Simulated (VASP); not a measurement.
# AgCl (Cmcm) in VASP: a series of runs, part 2 of 2

VASP 6.6.1. Earlier steps stand in the parts before.

## 3. Single point, LDA

This run uses another cell than the first one, of 18.34 Å³/atom.

INCAR

```
ALGO = Normal ; EDIFF = 1E-6
ENCUT = 520 ; GGA = CA
ISIF = 2 ; ISMEAR = -1
LASPH = T ; LCHARG = F
LREAL = F ; LWAVE = F
NBANDS = 26 ; NELM = 80
PREC = Accurate ; SIGMA = 0.02
```

KPOINTS

```
k-points
0
Gamma
  6 6 6
```

POSCAR

```
AgCl
1.0
    1.8314654992     -5.3137747443      0.0000000000
    1.8314654992      5.3137747443      0.0000000000
    0.0000000000      0.0000000000      3.7679995594
Ag Cl
2 2
Direct
    0.3996891830      0.6003108170      0.7500000000
    0.6003108170      0.3996891830      0.2500000000
    0.8634165564      0.1365834436      0.2500000000
    0.1365834436      0.8634165564      0.7500000000
```

Potentials or basis: VASP PAW LDA potentials, release 64 (Ag, Cl).

On the command line:

```
> cat potpaw_LDA.64/Ag/POTCAR potpaw_LDA.64/Cl/POTCAR > POTCAR
> mpirun -np 1 vasp_std > vasp.out
```

OUTCAR:

```text
EDIFF = 1E-6
   ENCUT = 520
   GGA = CA
   ISIF = 2
   ISMEAR = -1
   LASPH = T
   LREAL = F
   NELM = 80
   PREC = Accurate

 ion  position               nearest neighbor table
   1  0.400  0.600  0.750-   3 2.66   3 2.66   3 2.66   3 2.66   4 2.80   2 2.85   2 2.85   4 3.11
                             4 3.11
   2  0.600  0.400  0.250-   4 2.66   4 2.66   4 2.66   4 2.66   3 2.80   1 2.85   1 2.85   3 3.11
                             3 3.11
   3  0.863  0.137  0.250-   1 2.66   1 2.66   1 2.66   1 2.66   2 2.80   2 3.11   2 3.11
   4  0.137  0.863  0.750-   2 2.66   2 2.66   2 2.66   2 2.66   1 2.80   1 3.11   1 3.11

  LATTYP: Found a base centered orthorhombic cell.
 ALAT       =     3.6629309984
 B/A-ratio  =     2.9013785663
 C/A-ratio  =     1.0286842862

  Lattice vectors:

 A1 = (   1.8314654992,  -5.3137747443,   0.0000000000)
 A2 = (   1.8314654992,   5.3137747443,   0.0000000000)
 A3 = (   0.0000000000,   0.0000000000,   3.7679995594)

Analysis of symmetry for initial positions (statically):
=====================================================================
 Subroutine PRICEL returns:
 Original cell was already a primitive cell.

 Routine SETGRP: Setting up the symmetry group for a
 base centered orthorhombic supercell.

 Subroutine GETGRP returns: Found  8 space group operations
 (whereof  4 operations were pure point group operations)
 out of a pool of  8 trial point group operations.

The static configuration has the point symmetry C_2h.
 The point group associated with its full space group is D_2h.

Analysis of symmetry for dynamics (positions and initial velocities):
=====================================================================
 Subroutine PRICEL returns:
 Original cell was already a primitive cell.

 Routine SETGRP: Setting up the symmetry group for a
 base centered orthorhombic supercell.

 Subroutine GETGRP returns: Found  8 space group operations
 (whereof  4 operations were pure point group operations)
 out of a pool of  8 trial point group operations.

The dynamic configuration has the point symmetry C_2h.
 The point group associated with its full space group is D_2h.

 Subroutine INISYM returns: Found  8 space group operations
 (whereof  4 operations are pure point group operations),
 and found     1 'primitive' translations

----------------------------------------------------------------------------------------

                                     Primitive cell

  volume of cell :      73.3403

  direct lattice vectors                    reciprocal lattice vectors
     1.831465499 -5.313774744  0.000000000     0.273005416 -0.094095069  0.000000000
     1.831465499  5.313774744  0.000000000     0.273005416  0.094095069  0.000000000
     0.000000000  0.000000000  3.767999559     0.000000000  0.000000000  0.265392812

  length of vectors
     5.620539824  5.620539824  3.767999559     0.288766063  0.288766063  0.265392812

  position of ions in fractional coordinates (direct lattice)
     0.399689183  0.600310817  0.750000000
     0.600310817  0.399689183  0.250000000
     0.863416556  0.136583444  0.250000000
     0.136583444  0.863416556  0.750000000

  ion indices of the primitive-cell ions
   primitive index   ion index
[... 27 lines left out ...]
 ===========================================

 Found     52 irreducible k-points:

 Following reciprocal coordinates:
            Coordinates               Weight
  0.000000  0.000000  0.000000      1.000000
  0.166667  0.000000  0.000000      4.000000
  0.333333  0.000000  0.000000      4.000000
  0.500000  0.000000  0.000000      2.000000
  0.166667  0.166667  0.000000      2.000000
  0.333333  0.166667  0.000000      4.000000
[... 16 lines left out ...]
  0.333333  0.333333  0.166667      4.000000
  0.500000  0.333333  0.166667      8.000000
 [... further k-points ...]
   k-points           NKPTS =     52   k-points in BZ     NKDIM =     52   number of bands    NBANDS=     26
   number of dos      NEDOS =    301   number of ions     NIONS =      4
   total plane-waves  NPLWV =  49392
   dimension x,y,z NGX =    42 NGY =   42 NGZ =   28
   dimension x,y,z NGXF=    84 NGYF=   84 NGZF=   56
   ions per type =               2   2
   NGX,Y,Z   is equivalent  to a cutoff of  12.42, 12.42, 12.35 a.u.
   NGXF,Y,Z  is equivalent  to a cutoff of  24.85, 24.85, 24.71 a.u.
 SYSTEM =  unknown system
   PREC   = accura    normal or accurate (medium, high low for compatibility)
   ISTART =      0    job   : 0-new  1-cont  2-samecut
   ICHARG =      2    charge: 1-file 2-atom 10-const
   ISPIN  =      1    spin polarized calculation?
   LNONCOLLINEAR =      F non collinear calculations
   LSORBIT =      F    spin-orbit coupling
   LASPH  =      T    aspherical Exc in radial PAW
   ENCUT  =  520.0 eV  38.22 Ry    6.18 a.u.  10.45 10.45  7.01*2*pi/ulx,y,z
   NELM   =     80;   NELMIN=  2; NELMDL= -5     # of ELM steps
   EDIFF  = 0.1E-05   stopping-criterion for ELM
   LREAL  =      F    real-space projection
   EDIFFG = 0.1E-04   stopping-criterion for IOM
   NSW    =      0    number of steps for IOM
   IBRION =     -1    ionic relax: 0-MD 1-quasi-New 2-CG
   NFREE  =      0    steps in history (QN), initial steepest desc. (CG)
   ISIF   =      2    stress and relaxation
   ISYM   =      2    0-nonsym 1-usesym 2-fastsym
   POTIM  = 0.5000    time-step for ionic-motion
   TEBEG  =    0.0;   TEEND  =   0.0 temperature during run
   PSTRESS=    0.0 pullay stress
   NELECT =      36.0000    total number of electrons
   NUPDOWN=      -1.0000    fix difference up-down
   EMIN   =  10.00;   EMAX   =-10.00  energy-range for DOS
   EFERMI =   0.00;   METHOD = LEGACY
   ISMEAR =    -1;   SIGMA  =   0.02  broadening in eV -4-tet -1-fermi 0-gaus
   EFERMI_NEDOS =   21; number of points for ismear=-14 and -15
   IALGO  =     38    algorithm
   IMIX   =      4    mixing-type and parameters
     AMIX     =   0.40;   BMIX     =  1.00
     AMIX_MAG =   1.60;   BMIX_MAG =  1.00
  volume/ion in A,a.u.               =      18.34       123.73
  Fermi-wavevector in a.u.,A,eV,Ry     =   1.291402  2.440396 22.690693  1.667719
  Thomas-Fermi vector in A             =   2.423174
   LORBIT       =      0    0 simple, 1 ext, 2 COOP (PROOUT), +10 PAW based schemes
   GGA     = CA    functional components
   LHFCALC =     F    Hartree Fock is set to
   AEXX    =    0.0000 exact exchange contribution
   IVDW    =     0    specifies the selected vdW correction
   LEPSILON=     F    determine dielectric tensor
   LRPA    =     F    only Hartree local field effects (RPA)
 non-spin polarized calculation
  energy-cutoff  :      520.00
  volume of cell :       73.34
 maximum number of plane-waves:      1994
 NGX is ok and might be reduce to    42
   NGX = 21   NGY = 21   NGZ = 15

 number of electron      35.9999989 magnetization

 Free energy of the ion-electron system (eV)
  ---------------------------------------------------
  ext. energy  EPLUGINS =         0.00000000
  ---------------------------------------------------
  free energy    TOTEN  =       -13.54814983 eV

  energy without entropy =      -13.54814679  energy(sigma->0) =      -13.54814831

 E-fermi :   5.5827     XC(G=0): -11.2653

 val. band max:        5.4112156688   @ k =   0.3333   0.1667   0.0000
 cond. band min:       5.7224136969   @ k =   0.0000   0.0000   0.0000
 fundamental gap:      0.3111980281
 Fermi energy:         5.5827123903

 k-point     1 :       0.0000    0.0000    0.0000
  band No.  band energies     occupation
      1     -10.3130      2.00000
      2      -9.4478      2.00000
      3       0.0348      2.00000
      4       1.3152      2.00000
      5       1.5079      2.00000
      6       1.6501      2.00000
[... 685 lines left out ...]
     25      14.4830      0.00000
     26      16.3451      0.00000

 [... further k-points ...]

------------------------ aborting loop because EDIFF is reached ----------------------------------------

  FORCE on cell =-STRESS in cart. coord.  units (eV):
  Direction    XX          YY          ZZ          XY          YZ          ZX
  --------------------------------------------------------------------------------------
  -------------------------------------------------------------------------------------
  Total        0.0054176      0.0073791      0.0355566      0.0000000      0.0000000      0.0000000
  in kB        0.1183522      0.1612013      0.7767623      0.0000000      0.0000000      0.0000000
  external PRESSURE =       0.3521052 kB  Pullay stress =       0.0000000 kB

 VOLUME and BASIS-vectors are now :
 -----------------------------------------------------------------------------
  energy-cutoff  :      520.00
  volume of cell :       73.34
      direct lattice vectors                 reciprocal lattice vectors
     1.831465499 -5.313774744  0.000000000     0.273005416 -0.094095069  0.000000000
     1.831465499  5.313774744  0.000000000     0.273005416  0.094095069  0.000000000
     0.000000000  0.000000000  3.767999559     0.000000000  0.000000000  0.265392812

 POSITION                                       TOTAL-FORCE (eV/Angst)
 -----------------------------------------------------------------------------------
      1.83147      1.06606      2.82600         0.000000      0.006931     -0.000000
      1.83147     -1.06606      0.94200         0.000000     -0.006931      0.000000
      1.83147     -3.86223      0.94200         0.000000     -0.001881      0.000000
      1.83147      3.86223      2.82600         0.000000      0.001881      0.000000
 -----------------------------------------------------------------------------------
    total drift:                                0.000000      0.000000      0.000000

  FREE ENERGIE OF THE ION-ELECTRON SYSTEM (eV)
  ---------------------------------------------------
  free  energy   TOTEN  =       -13.5481498291 eV

  energy  without entropy=      -13.5481467872  energy(sigma->0) =      -13.54814831
```

OSZICAR:

```text
N       E                     dE             d eps       ncg     rms          rms(c)
DAV:   1     0.239924272880E+03    0.23992E+03   -0.18049E+04  2704   0.131E+03
DAV:   2    -0.131052820015E+01   -0.24123E+03   -0.22997E+03  3062   0.293E+02
DAV:   3    -0.138846520620E+02   -0.12574E+02   -0.12484E+02  3130   0.679E+01
DAV:   4    -0.140145895306E+02   -0.12994E+00   -0.12982E+00  3052   0.748E+00
DAV:   5    -0.140162104383E+02   -0.16209E-02   -0.16208E-02  3164   0.864E-01    0.120E+01
DAV:   6    -0.135620387309E+02    0.45417E+00   -0.10199E+00  2976   0.117E+01    0.830E+00
DAV:   7    -0.135564788415E+02    0.55599E-02   -0.30852E-01  2826   0.310E+00    0.299E+00
DAV:   8    -0.135486487402E+02    0.78301E-02   -0.17296E-02  2866   0.121E+00    0.567E-01
DAV:   9    -0.135481385146E+02    0.51023E-03   -0.40302E-03  3144   0.620E-01    0.660E-02
DAV:  10    -0.135481478053E+02   -0.92907E-05   -0.13605E-04  2986   0.867E-02    0.404E-02
DAV:  11    -0.135481507535E+02   -0.29482E-05   -0.16606E-05  2986   0.407E-02    0.119E-02
DAV:  12    -0.135481498291E+02    0.92430E-06   -0.52191E-06  2772   0.298E-02
   1 F= -.13548150E+02 E0= -.13548148E+02  d E =-.304196E-05
```

Run time: 3.1 min. Hardware: 1 thread of Oxide Virtual Turin-like, shared host; peak memory 0.2 GiB.

Results:

- Free energy: -13.5481 eV
- Pressure: 0.0 GPa
- Largest force: 0.007 eV/Å
- Band gap on the k mesh: 0.31 eV (least direct gap 1.88 eV)

Forces in eV/Å, atoms in the order of the input:
```
Ag   0.000  0.007  0.000
Ag   0.000 -0.007  0.000
Cl   0.000 -0.002  0.000
Cl   0.000  0.002  0.000
```

A k mesh can miss the band edges.

## 4. Single point, PBEsol

This run uses another cell than the first one, of 19.32 Å³/atom.

INCAR

```
SYSTEM = AgCl
ALGO = Normal
EDIFF = 1E-6
ENCUT = 520
GGA = PS
ISIF = 2
ISMEAR = -1
LASPH = .TRUE.
LCHARG = .TRUE.
LELF = .TRUE.
LREAL = .FALSE.
LVHAR = .TRUE.
LWAVE = .FALSE.
NBANDS = 26
NELM = 80
PREC = Accurate
SIGMA = 0.02
```

KPOINTS

```
k-points
0
G
  6 6 6
  0 0 0
```

POSCAR

```
AgCl
1.0
    1.8480949367     -5.4454885156      0.0000000000
    1.8480949367      5.4454885156      0.0000000000
    0.0000000000      0.0000000000      3.8386207370
Ag Cl
2 2
Direct
    0.3987403203      0.6012596797      0.7500000000
    0.6012596797      0.3987403203      0.2500000000
    0.8645061372      0.1354938628      0.2500000000
    0.1354938628      0.8645061372      0.7500000000
```

Potentials or basis: VASP PAW PBE potentials, release 64 (Ag, Cl).

On the command line:

```
> cat potpaw_PBE.64/Ag/POTCAR potpaw_PBE.64/Cl/POTCAR > POTCAR
> mpirun -np 1 vasp_std > vasp.out
```

Wall time 4.3 min (1 thread of Oxide Virtual Turin-like, shared host); peak memory 0.25 GiB.

It converged, with:

```
Free energy            : -12.0567 eV
Pressure               : -0.1 GPa
Largest force          : 0.004 eV/Å
Band gap on the k mesh : 0.34 eV (least direct gap 1.88 eV)
```

Forces on the atoms (eV/Å):
```
Ag   0.000  0.000  0.000
Ag   0.000  0.000  0.000
Cl   0.000 -0.004  0.000
Cl   0.000  0.004  0.000
```

Levels at points of the mesh, in eV from the valence-band top:
```tsv
k point	band 14	band 15	band 16	band 17	band 18	band 19	band 20	band 21	band 22	band 23
(0.00, 0.00, 0.00)	-2.49	-2.34	-1.93	-1.69	-1.54	0.34	3.03	7.80	8.15	9.91
(0.50, 0.00, 0.00)	-2.11	-1.41	-1.14	-0.08	-0.01	2.90	5.10	5.61	7.00	7.27
(0.50, 0.50, 0.00)	-2.62	-2.10	-1.74	-1.73	-1.48	2.02	3.72	6.17	8.14	8.73
(0.00, 0.00, 0.50)	-2.48	-1.38	-1.38	-0.11	-0.11	4.33	4.33	6.63	6.63	8.00
(0.50, 0.00, 0.50)	-2.26	-2.18	-2.18	-1.58	-1.58	2.73	2.73	7.19	7.19	8.97
(0.50, 0.50, 0.50)	-1.98	-0.84	-0.84	-0.15	-0.15	3.41	3.41	7.03	7.03	8.19
```

Caveat: the PAW data sets were made with another functional, which shifts forces and pressure a little.

## 5. Single point, PBE

INCAR

```
ALGO = Normal
EDIFF = 1E-6
ENCUT = 520
GGA = PE
ISIF = 2
ISMEAR = -1
LASPH = T
LCHARG = T
LELF = T
LREAL = F
LVHAR = T
LWAVE = F
NBANDS = 26
NELM = 60
PREC = Accurate
SIGMA = 0.02
```

KPOINTS

```
k-points
0
Gamma
  6 6 6
```

POSCAR

```
AgCl
1.0
    1.8932558655     -5.8090442119      0.0000000000
    1.8932558655      5.8090442119      0.0000000000
    0.0000000000      0.0000000000      3.8943283461
Ag Cl
2 2
Direct
    0.3939753897      0.6060246103      0.7500000000
    0.6060246103      0.3939753897      0.2500000000
    0.8664567803      0.1335432197      0.2500000000
    0.1335432197      0.8664567803      0.7500000000
```

On the command line:

```
> cat potpaw_PBE.64/Ag/POTCAR potpaw_PBE.64/Cl/POTCAR > POTCAR
> mpirun -np 1 vasp_std > vasp.out
```

Run time: 3.4 min. Hardware: 1 thread of Oxide Virtual Turin-like, shared host; peak memory 0.26 GiB.

Results (log left out):

```
Free energy            : -10.6665 eV
Pressure               : -0.1 GPa
Largest force          : 0.006 eV/Å
Band gap on the k mesh : 0.42 eV (least direct gap 2.08 eV)
```

Forces in eV/Å, atoms in the order of the input:
```
Ag   0.000  0.001  0.000
Ag   0.000 -0.001  0.000
Cl   0.000 -0.006  0.000
Cl   0.000  0.006  0.000
```

Levels at points of the mesh, in eV from the valence-band top:
| k point | band 16 | band 17 | band 18 | band 19 | band 20 | band 21 |
| --- | --- | --- | --- | --- | --- | --- |
| (0.00, 0.00, 0.00) | -1.78 | -1.77 | -1.66 | 0.42 | 3.01 | 7.20 |
| (0.50, 0.00, 0.00) | -1.11 | -0.05 | 0.00 | 3.06 | 5.10 | 5.82 |
| (0.50, 0.50, 0.00) | -1.79 | -1.64 | -1.64 | 1.81 | 3.19 | 6.20 |
| (0.00, 0.00, 0.50) | -1.35 | -0.08 | -0.08 | 4.28 | 4.28 | 6.66 |
| (0.50, 0.00, 0.50) | -2.08 | -1.57 | -1.57 | 2.64 | 2.64 | 7.16 |
| (0.50, 0.50, 0.50) | -0.95 | -0.10 | -0.10 | 3.62 | 3.62 | 6.52 |

A k mesh can miss the band edges.

## 6. Summary

| task | level | potentials or basis | cell | cutoff (eV) | gap on the mesh (eV) | pressure (GPa) | largest force (eV/Å) |
| --- | --- | --- | --- | --- | --- | --- | --- |
| relaxation of cell and atoms | LDA | VASP PAW LDA potentials, release 64 (Ag, Cl) | relaxed from a = 6.110, b = 6.110, c = 3.894 Å, angles 90.0, 90.0, 143.9°, 4 atoms, atomic positions A | 600 | 0.31 | 0.0 | - |
| single point | LDA | VASP PAW LDA potentials, release 64 (Ag, Cl) | a = 5.621, b = 5.621, c = 3.768 Å, angles 90.0, 90.0, 142.0°, 4 atoms, atomic positions B | 520 | 0.31 | 0.0 | 0.01 |
| single point | PBEsol | VASP PAW PBE potentials, release 64 (Ag, Cl) | a = 5.751, b = 5.751, c = 3.839 Å, angles 90.0, 90.0, 142.5°, 4 atoms, atomic positions C | 520 | 0.34 | -0.1 | - |
| single point | PBE | VASP PAW PBE potentials, release 64 (Ag, Cl) | a = 6.110, b = 6.110, c = 3.894 Å, angles 90.0, 90.0, 143.9°, 4 atoms, atomic positions A | 520 | 0.42 | -0.1 | 0.01 |

Alike in all rows: no spin polarisation; k mesh 6 × 6 × 6; smearing fermi-dirac 0.02 eV.

Caveats: the PAW data sets were made with another functional, which shifts forces and pressure a little (at least some runs).

Absolute energies hang on the potentials; compare differences alone.
